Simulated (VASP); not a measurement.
# Si (Fd-3m) in VASP: a series of runs

Si is run at these levels: PBEsol, PBE, r2SCAN; tasks: single point, relaxation of cell and atoms.

All numbers are computed with VASP 6.6.1; they aren't measurements. Logs are shortened: lines on timing, memory, paths and dates and some standing lists are left out, and cuts for length are marked.

## Step 1: The cell of the first run

Symmetry: Fd-3m, No. 227, cubic system. The conventional cell has a = 5.433 Å, b = 5.433 Å, c = 5.433 Å, α = 90.00°, β = 90.00°, γ = 90.00°. Si (site symmetry -43m) has 4 Si at 2.35 Å within 3.1 Å.

## Step 2: Single point, PBEsol

File INCAR:

```
SYSTEM = Si
PREC = Accurate ; ENCUT = 520
EDIFF = 1E-6 ; ISMEAR = -1
SIGMA = 0.01 ; LREAL = .False.
LASPH = .True. ; NELM = 60
ALGO = Normal ; ISIF = 2
LWAVE = .False. ; LCHARG = .False.
GGA = PS ; NBANDS = 11
```

File KPOINTS:

```
Automatic mesh
0
Gamma
  9 9 9
  0 0 0
```

File POSCAR:

```
Si
1.0
    0.0000000000      2.7164155825      2.7164155825
    2.7164155825      0.0000000000      2.7164155825
    2.7164155825      2.7164155825      0.0000000000
Si
2
Direct
    0.0000000000      0.0000000000      0.0000000000
    0.2500000000      0.2500000000      0.2500000000
```

Potentials or basis: VASP PAW PBE potentials, release 64 (Si).

Run with:

```console
$ cat potpaw_PBE.64/Si/POTCAR > POTCAR
$ mpirun -np 1 vasp_std > vasp.out
```

OUTCAR:

```text
SYSTEM = Si
   PREC = Accurate
   ENCUT = 520
   EDIFF = 1E-6
   ISMEAR = -1
   LREAL = .False.
   LASPH = .True.
   NELM = 60
   ISIF = 2
   GGA = PS

 ion  position               nearest neighbor table
   1  0.000  0.000  0.000-   2 2.35   2 2.35   2 2.35   2 2.35
   2  0.250  0.250  0.250-   1 2.35   1 2.35   1 2.35   1 2.35

  LATTYP: Found a face centered cubic cell.
 ALAT       =     5.4328311650

  Lattice vectors:

 A1 = (   0.0000000000,   2.7164155825,   2.7164155825)
 A2 = (   2.7164155825,   0.0000000000,   2.7164155825)
 A3 = (   2.7164155825,   2.7164155825,   0.0000000000)

Analysis of symmetry for initial positions (statically):
=====================================================================
 Subroutine PRICEL returns:
 Original cell was already a primitive cell.

 Routine SETGRP: Setting up the symmetry group for a
 face centered cubic supercell.

 Subroutine GETGRP returns: Found 48 space group operations
 (whereof 24 operations were pure point group operations)
 out of a pool of 48 trial point group operations.

The static configuration has the point symmetry T_d .
 The point group associated with its full space group is O_h .

Analysis of symmetry for dynamics (positions and initial velocities):
=====================================================================
 Subroutine PRICEL returns:
 Original cell was already a primitive cell.

 Routine SETGRP: Setting up the symmetry group for a
 face centered cubic supercell.

 Subroutine GETGRP returns: Found 48 space group operations
 (whereof 24 operations were pure point group operations)
 out of a pool of 48 trial point group operations.

The dynamic configuration has the point symmetry T_d .
 The point group associated with its full space group is O_h .

 Subroutine INISYM returns: Found 48 space group operations
 (whereof 24 operations are pure point group operations),
 and found     1 'primitive' translations

----------------------------------------------------------------------------------------

                                     Primitive cell

  volume of cell :      40.0884

  direct lattice vectors                    reciprocal lattice vectors
     0.000000000  2.716415582  2.716415582    -0.184066092  0.184066092  0.184066092
     2.716415582  0.000000000  2.716415582     0.184066092 -0.184066092  0.184066092
     2.716415582  2.716415582  0.000000000     0.184066092  0.184066092 -0.184066092

  length of vectors
     3.841591758  3.841591758  3.841591758     0.318811823  0.318811823  0.318811823

  position of ions in fractional coordinates (direct lattice)
     0.000000000  0.000000000  0.000000000
     0.250000000  0.250000000  0.250000000

  ion indices of the primitive-cell ions
   primitive index   ion index
                 1           1
                 2           2

----------------------------------------------------------------------------------------

 KPOINTS: Automatic mesh

Automatic generation of k-mesh.
 Grid dimensions read from file:
 generate k-points for:    9    9    9

 Generating k-lattice:

  Cartesian coordinates                     Fractional coordinates (reciprocal lattice)
    -0.020451788  0.020451788  0.020451788     0.111111111  0.000000000  0.000000000
     0.020451788 -0.020451788  0.020451788     0.000000000  0.111111111  0.000000000
     0.020451788  0.020451788 -0.020451788     0.000000000  0.000000000  0.111111111

  Length of vectors
     0.035423536  0.035423536  0.035423536

  Shift w.r.t. Gamma in fractional coordinates (k-lattice)
     0.000000000  0.000000000  0.000000000

 Subroutine IBZKPT returns following result:
 ===========================================

 Found     35 irreducible k-points:

 Following reciprocal coordinates:
            Coordinates               Weight
  0.000000  0.000000  0.000000      1.000000
  0.111111  0.000000  0.000000      8.000000
  0.222222  0.000000  0.000000      8.000000
  0.333333  0.000000  0.000000      8.000000
  0.444444  0.000000  0.000000      8.000000
  0.111111  0.111111  0.000000      6.000000
[... 16 lines left out ...]
 -0.333333  0.333333  0.000000     12.000000
  0.444444  0.444444  0.000000      6.000000
 [... further k-points ...]
   k-points           NKPTS =     35   k-points in BZ     NKDIM =     35   number of bands    NBANDS=     11
   number of dos      NEDOS =    301   number of ions     NIONS =      2
   total plane-waves  NPLWV =  27000
   dimension x,y,z NGX =    30 NGY =   30 NGZ =   30
   dimension x,y,z NGXF=    60 NGYF=   60 NGZF=   60
   ions per type =               2
   NGX,Y,Z   is equivalent  to a cutoff of  12.98, 12.98, 12.98 a.u.
   NGXF,Y,Z  is equivalent  to a cutoff of  25.97, 25.97, 25.97 a.u.
 SYSTEM =  Si
   PREC   = accura    normal or accurate (medium, high low for compatibility)
   ISTART =      0    job   : 0-new  1-cont  2-samecut
   ICHARG =      2    charge: 1-file 2-atom 10-const
   ISPIN  =      1    spin polarized calculation?
   LNONCOLLINEAR =      F non collinear calculations
   LSORBIT =      F    spin-orbit coupling
   LASPH  =      T    aspherical Exc in radial PAW
   ENCUT  =  520.0 eV  38.22 Ry    6.18 a.u.   7.14  7.14  7.14*2*pi/ulx,y,z
   NELM   =     60;   NELMIN=  2; NELMDL= -5     # of ELM steps
   EDIFF  = 0.1E-05   stopping-criterion for ELM
   LREAL  =      F    real-space projection
   EDIFFG = 0.1E-04   stopping-criterion for IOM
   NSW    =      0    number of steps for IOM
   IBRION =     -1    ionic relax: 0-MD 1-quasi-New 2-CG
   NFREE  =      0    steps in history (QN), initial steepest desc. (CG)
   ISIF   =      2    stress and relaxation
   ISYM   =      2    0-nonsym 1-usesym 2-fastsym
   POTIM  = 0.5000    time-step for ionic-motion
   TEBEG  =    0.0;   TEEND  =   0.0 temperature during run
   PSTRESS=    0.0 pullay stress
   NELECT =       8.0000    total number of electrons
   NUPDOWN=      -1.0000    fix difference up-down
   EMIN   =  10.00;   EMAX   =-10.00  energy-range for DOS
   EFERMI =   0.00;   METHOD = LEGACY
   ISMEAR =    -1;   SIGMA  =   0.01  broadening in eV -4-tet -1-fermi 0-gaus
   EFERMI_NEDOS =   21; number of points for ismear=-14 and -15
   IALGO  =     38    algorithm
   IMIX   =      4    mixing-type and parameters
     AMIX     =   0.40;   BMIX     =  1.00
     AMIX_MAG =   1.60;   BMIX_MAG =  1.00
  volume/ion in A,a.u.               =      20.04       135.26
  Fermi-wavevector in a.u.,A,eV,Ry     =   0.956677  1.807857 12.452469  0.915231
  Thomas-Fermi vector in A             =   2.085626
   LORBIT       =      0    0 simple, 1 ext, 2 COOP (PROOUT), +10 PAW based schemes
   GGA     = PS    functional components
   LHFCALC =     F    Hartree Fock is set to
   AEXX    =    0.0000 exact exchange contribution
   IVDW    =     0    specifies the selected vdW correction
   LEPSILON=     F    determine dielectric tensor
   LRPA    =     F    only Hartree local field effects (RPA)
 non-spin polarized calculation
  energy-cutoff  :      520.00
  volume of cell :       40.09
 maximum number of plane-waves:      1091
 NGX is ok and might be reduce to    30
   NGX = 15   NGY = 15   NGZ = 15

 number of electron       8.0000000 magnetization

 Free energy of the ion-electron system (eV)
  ---------------------------------------------------
  ext. energy  EPLUGINS =         0.00000000
  ---------------------------------------------------
  free energy    TOTEN  =       -11.49153896 eV

  energy without entropy =      -11.49153896  energy(sigma->0) =      -11.49153896

 E-fermi :   6.0291     XC(G=0):  -9.5489

 val. band max:        5.7786343116   @ k =   0.0000   0.0000   0.0000
 cond. band min:       6.2464378568   @ k =   0.4444   0.4444   0.0000
 fundamental gap:      0.4678035451
 Fermi energy:         6.0290627170

 k-point     1 :       0.0000    0.0000    0.0000
  band No.  band energies     occupation
      1      -6.2038      2.00000
      2       5.7786      2.00000
      3       5.7786      2.00000
      4       5.7786      2.00000
      5       8.2953      0.00000
      6       8.2953      0.00000
      7       8.2953      0.00000
      8       9.0894      0.00000
      9      13.4662      0.00000
     10      13.4662      0.00000
     11      13.4840      0.00000

 k-point     2 :       0.1111    0.0000    0.0000
  band No.  band energies     occupation
      1      -6.0418      2.00000
      2       4.4220      2.00000
      3       5.5381      2.00000
      4       5.5381      2.00000
      5       8.2654      0.00000
      6       8.6480      0.00000
      7       8.6480      0.00000
      8      10.2003      0.00000
      9      13.0325      0.00000
     10      13.0325      0.00000
     11      14.1478      0.00000

 k-point     3 :       0.2222    0.0000    0.0000
  band No.  band energies     occupation
      1      -5.5657      2.00000
      2       2.3358      2.00000
      3       5.1116      2.00000
      4       5.1116      2.00000
      5       7.8421      0.00000
      6       9.1739      0.00000
      7       9.1739      0.00000
      8      12.1523      0.00000
      9      12.7963      0.00000
     10      12.7963      0.00000
     11      14.6587      0.00000
[... 267 lines left out ...]
 k-point    23 :      -0.3333    0.3333    0.0000
  band No.  band energies     occupation
      1      -2.9234      2.00000
      2      -1.0016      2.00000
      3       1.3087      2.00000
      4       3.6526      2.00000
      5       7.2391      0.00000
      6      11.4858      0.00000
      7      12.2065      0.00000
      8      12.7959      0.00000
      9      13.1368      0.00000
     10      13.3787      0.00000
     11      19.9875      0.00000

 k-point    24 :       0.4444    0.4444    0.0000
  band No.  band energies     occupation
      1      -2.8752      2.00000
      2      -1.1547      2.00000
      3       2.9561      2.00000
      4       2.9561      2.00000
      5       6.2464      0.00000
      6       6.6404      0.00000
      7      15.0756      0.00000
      8      15.0756      0.00000
      9      17.2674      0.00000
     10      17.4814      0.00000
     11      17.4821      0.00000

 [... further k-points ...]

------------------------ aborting loop because EDIFF is reached ----------------------------------------

  FORCE on cell =-STRESS in cart. coord.  units (eV):
  Direction    XX          YY          ZZ          XY          YZ          ZX
  --------------------------------------------------------------------------------------
  -------------------------------------------------------------------------------------
  Total        0.0386854      0.0386854      0.0386854     -0.0000000      0.0000000     -0.0000000
  in kB        1.5461065      1.5461065      1.5461065     -0.0000000      0.0000000     -0.0000000
  external PRESSURE =       1.5461065 kB  Pullay stress =       0.0000000 kB

 VOLUME and BASIS-vectors are now :
 -----------------------------------------------------------------------------
  energy-cutoff  :      520.00
  volume of cell :       40.09
      direct lattice vectors                 reciprocal lattice vectors
     0.000000000  2.716415582  2.716415582    -0.184066092  0.184066092  0.184066092
     2.716415582  0.000000000  2.716415582     0.184066092 -0.184066092  0.184066092
     2.716415582  2.716415582  0.000000000     0.184066092  0.184066092 -0.184066092

 POSITION                                       TOTAL-FORCE (eV/Angst)
 -----------------------------------------------------------------------------------
      0.00000      0.00000      0.00000        -0.000000     -0.000000     -0.000000
      1.35821      1.35821      1.35821         0.000000      0.000000      0.000000
 -----------------------------------------------------------------------------------
    total drift:                               -0.000000     -0.000000     -0.000000

  FREE ENERGIE OF THE ION-ELECTRON SYSTEM (eV)
  ---------------------------------------------------
  free  energy   TOTEN  =       -11.4915389636 eV

  energy  without entropy=      -11.4915389636  energy(sigma->0) =      -11.49153896
```

Wall time 24 s (1 thread of Intel Xeon Platinum 8259CL at 2.50GHz (Skylake/Cascade Lake), shared host); peak memory 0.16 GiB.

What came out:

```
Free energy            : -11.4915 eV
Pressure               : 0.2 GPa
Band gap on the k mesh : 0.47 eV (least direct gap 2.52 eV)
```

Caveat: the PAW data sets were made with another functional, which shifts forces and pressure a little; an odd mesh through Γ misses points on the zone boundary, where band edges can lie.

## Step 3: Single point, PBE

This run uses another cell than the first one, of 20.45 Å³/atom.

File INCAR:

```
ALGO = Normal
EDIFF = 1E-6
ENCUT = 520
GGA = PE
ISIF = 2
ISMEAR = -1
LASPH = T
LCHARG = F
LREAL = F
LWAVE = F
NBANDS = 11
NELM = 80
PREC = Accurate
SIGMA = 0.01
```

File KPOINTS:

```
k-points
0
Gamma
  9 9 9
```

File POSCAR:

```
Si
1.0
    0.0000000000      2.7347684549      2.7347684549
    2.7347684549      0.0000000000      2.7347684549
    2.7347684549      2.7347684549      0.0000000000
Si
2
Direct
    0.0000000000      0.0000000000      0.0000000000
    0.2500000000      0.2500000000      0.2500000000
```

Potentials or basis: VASP PAW PBE potentials, release 64 (Si).

Run with:

```console
$ cat potpaw_PBE.64/Si/POTCAR > POTCAR
$ mpirun -np 1 vasp_std > vasp.out
```

Run time: 18 s. Hardware: 1 thread of Intel Xeon Platinum 8259CL at 2.50GHz (Skylake/Cascade Lake), shared host; peak memory 0.15 GiB.

It converged, with:

| Property | Result |
| --- | --- |
| Free energy | -10.8483 eV |
| Pressure | 0.0 GPa |
| Band gap on the k mesh | 0.62 eV (least direct gap 2.56 eV) |

Levels at points of the mesh, in eV from the valence-band top:
| k point | band 2 | band 3 | band 4 | band 5 | band 6 | band 7 |
| --- | --- | --- | --- | --- | --- | --- |
| (0.00, 0.00, 0.00) | 0.00 | 0.00 | 0.00 | 2.56 | 2.56 | 2.56 |

Caveat: an odd mesh through Γ misses points on the zone boundary, where band edges can lie.

## Step 4: Single point, r2SCAN

This run uses another cell than the first one, of 20.17 Å³/atom.

File POSCAR:

```
Si
1.0
    0.0000000000      2.7219885985      2.7219885985
    2.7219885985      0.0000000000      2.7219885985
    2.7219885985      2.7219885985      0.0000000000
Si
2
Direct
    0.0000000000      0.0000000000      0.0000000000
    0.2500000000      0.2500000000      0.2500000000
```

File INCAR.step1:

```
SYSTEM = Si
PREC = Accurate
ENCUT = 520
ISMEAR = -1
SIGMA = 0.01
LREAL = .FALSE.
LASPH = .TRUE.
NELM = 60
NBANDS = 11
GGA = PE
ALGO = Normal
EDIFF = 1E-4
LWAVE = .TRUE.
LCHARG = .FALSE.
```

File INCAR.step2:

```
SYSTEM = Si
PREC = Accurate
ENCUT = 520
EDIFF = 1E-6
ISMEAR = -1
SIGMA = 0.01
LREAL = .FALSE.
LASPH = .TRUE.
NELM = 60
ALGO = Normal
ISIF = 2
LWAVE = .FALSE.
LCHARG = .FALSE.
METAGGA = R2SCAN
LMIXTAU = .TRUE.
NBANDS = 11
ISTART = 1
```

File KPOINTS:

```
Automatic mesh
0
G
  9 9 9
  0 0 0
```

Run with:

```console
$ cat potpaw_PBE.64/Si/POTCAR > POTCAR
$ cp INCAR.step1 INCAR
$ mpirun -np 1 vasp_std > vasp.out
$ cp INCAR.step2 INCAR
$ mpirun -np 1 vasp_std > vasp.out
```

Wall time 74 s (1 thread of Intel Xeon Platinum 8259CL at 2.50GHz (Skylake/Cascade Lake), shared host); peak memory 0.16 GiB.

It converged, with:

| Item | Value |
| --- | --- |
| Free energy | -17.5491 eV |
| Pressure | -0.2 GPa |
| Band gap on the k mesh | 0.80 eV (least direct gap 2.75 eV) |

Levels at points of the mesh, in eV from the valence-band top:
| k point | band 2 | band 3 | band 4 | band 5 | band 6 | band 7 |
| --- | --- | --- | --- | --- | --- | --- |
| (0.00, 0.00, 0.00) | 0.00 | 0.00 | 0.00 | 2.76 | 2.76 | 2.76 |

Caveat: the PAW data sets were made with another functional, which shifts forces and pressure a little; an odd mesh through Γ misses points on the zone boundary, where band edges can lie.

## Step 5: Relaxation of cell and atoms, PBE

File INCAR:

```
SYSTEM = Si
ALGO = Normal
EDIFF = 1E-6
EDIFFG = -0.01
ENCUT = 600
GGA = PE
IBRION = 2
ISIF = 3
ISMEAR = -1
LASPH = .TRUE.
LCHARG = .FALSE.
LREAL = .FALSE.
LWAVE = .FALSE.
NELM = 60
NSW = 80
PREC = Accurate
SIGMA = 0.01
```

File KPOINTS:

```
k-points
0
G
  9 9 9
  0 0 0
```

File POSCAR:

```
Si
1.0
    0.0000000000      2.7153500000      2.7153500000
    2.7153500000      0.0000000000      2.7153500000
    2.7153500000      2.7153500000      0.0000000000
Si
2
Direct
    0.0000000000      0.0000000000      0.0000000000
    0.2500000000      0.2500000000      0.2500000000
```

Run with:

```console
$ cat potpaw_PBE.64/Si/POTCAR > POTCAR
$ mpirun -np 1 vasp_std > vasp.out
```

Wall time 26 s (1 thread of Intel Xeon Platinum 8259CL at 2.50GHz (Skylake/Cascade Lake), shared host); peak memory 0.17 GiB.

It converged, with:

```yaml
Free_energy: -10.8484 eV
Relaxed_volume: 20.44 Å³/atom
Relaxed_cell: a = 3.867 Å, b = 3.867 Å, c = 3.867 Å, α = 60.00°, β = 60.00°, γ = 60.00°
Space_group_after_relaxing_to_0.1_Å: Fd-3m (No. 227)
Energy_gained_by_relaxing: 2.5 meV/atom
Ionic_steps: 3
Pressure_after_relaxing: 0.0 GPa
Band_gap_on_the_k_mesh: 0.62 eV (least direct gap 2.56 eV)
```

The path:
| step | energy change (eV) | largest force (eV/Å) | pressure (GPa) | volume (Å³) |
| --- | --- | --- | --- | --- |
| 1 | 0.0000 | 0.0000 | 1.96 | 40.04 |
| 2 | -0.0028 | 0.0000 | -1.22 | 41.47 |
| 3 | -0.0050 | 0.0000 | 0.01 | 40.89 |

Final structure:
```
Si
1.0
     0.00000    2.73431    2.73431
     2.73431    0.00000    2.73431
     2.73431    2.73431    0.00000
Si
2
Direct
  0.00000 0.00000 0.00000
  0.25000 0.25000 0.25000
```

Levels at points of the mesh, in eV from the valence-band top:
```
           k point  band 1  band 2  band 3  band 4  band 5  band 6  band 7  band 8
(0.00, 0.00, 0.00)  -11.82    0.00    0.00    0.00    2.56    2.56    2.56    3.13
```

Caveat: an odd mesh through Γ misses points on the zone boundary, where band edges can lie.

## Step 6: Relaxation of cell and atoms, PBEsol

File INCAR:

```
PREC     = Accurate       # precision mode
ENCUT    = 600            # plane-wave cutoff, eV
EDIFF    = 1E-6           # SCF threshold, eV
ISMEAR   = -1             # smearing method
SIGMA    = 0.01           # smearing width, eV
LREAL    = F              # projectors in reciprocal space
LASPH    = T              # aspherical terms in the spheres
NELM     = 100            # most SCF steps
ALGO     = Normal         # electronic algorithm
ISIF     = 3              # what is computed and relaxed
LWAVE    = F              # write WAVECAR
LCHARG   = F              # write CHGCAR
GGA      = PS             # functional
IBRION   = 2              # ionic algorithm
NSW      = 80             # ionic steps
EDIFFG   = -0.01          # ionic threshold
```

File KPOINTS:

```
Automatic mesh
0
Gamma
  9 9 9
```

POSCAR is that of step 5.

Potentials or basis: VASP PAW PBE potentials, release 64 (Si).

Run with:

```console
$ cat potpaw_PBE.64/Si/POTCAR > POTCAR
$ mpirun -np 1 vasp_std > vasp.out
```

Run time: 20 s. Hardware: 1 thread of Intel Xeon Platinum 8259CL at 2.50GHz (Skylake/Cascade Lake), shared host; peak memory 0.17 GiB.

It converged, with:

```yaml
Free_energy: -11.4915 eV
Relaxed_volume: 20.08 Å³/atom
Relaxed_cell: a = 3.844 Å, b = 3.844 Å, c = 3.844 Å, α = 60.00°, β = 60.00°, γ = 60.00°
Space_group_after_relaxing_to_0.1_Å: Fd-3m (No. 227)
Energy_gained_by_relaxing: 0.0 meV/atom
Ionic_steps: 3
Pressure_after_relaxing: 0.0 GPa
Band_gap_on_the_k_mesh: 0.47 eV (least direct gap 2.52 eV)
```

Final structure:
```
Si
1.0
     0.00000    2.71787    2.71787
     2.71787    0.00000    2.71787
     2.71787    2.71787    0.00000
Si
2
Direct
  0.00000 0.00000 0.00000
  0.25000 0.25000 0.25000
```

Levels at points of the mesh, in eV from the valence-band top:
```tsv
k point	band 2	band 3	band 4	band 5	band 6	band 7
(0.00, 0.00, 0.00)	0.00	0.00	0.00	2.52	2.52	2.52
```

Caveat: the PAW data sets were made with another functional, which shifts forces and pressure a little; an odd mesh through Γ misses points on the zone boundary, where band edges can lie.

## Step 7: Overview

```csv
task,level,cell,cutoff (eV),gap on the mesh (eV),pressure (GPa),relaxed volume (Å³/atom)
single point,PBEsol,"a = 3.842 Å, angles 60.0°, 2 atoms",520,0.47,0.2,-
single point,PBE,"a = 3.868 Å, angles 60.0°, 2 atoms",520,0.62,0.0,-
single point,r2SCAN,"a = 3.849 Å, angles 60.0°, 2 atoms",520,0.80,-0.2,-
relaxation of cell and atoms,PBE,"relaxed from a = 3.840 Å, angles 60.0°, 2 atoms",600,0.62,0.0,20.44
relaxation of cell and atoms,PBEsol,"relaxed from a = 3.840 Å, angles 60.0°, 2 atoms",600,0.47,0.0,20.08
```

Alike in all rows: potentials or basis VASP PAW PBE potentials, release 64 (Si); no spin polarisation; k mesh 9 × 9 × 9; smearing fermi-dirac 0.01 eV.

Caveats: an odd mesh through Γ misses points on the zone boundary, where band edges can lie; the PAW data sets were made with another functional, which shifts forces and pressure a little (at least some runs).

Absolute energies hang on the potentials; compare differences alone.
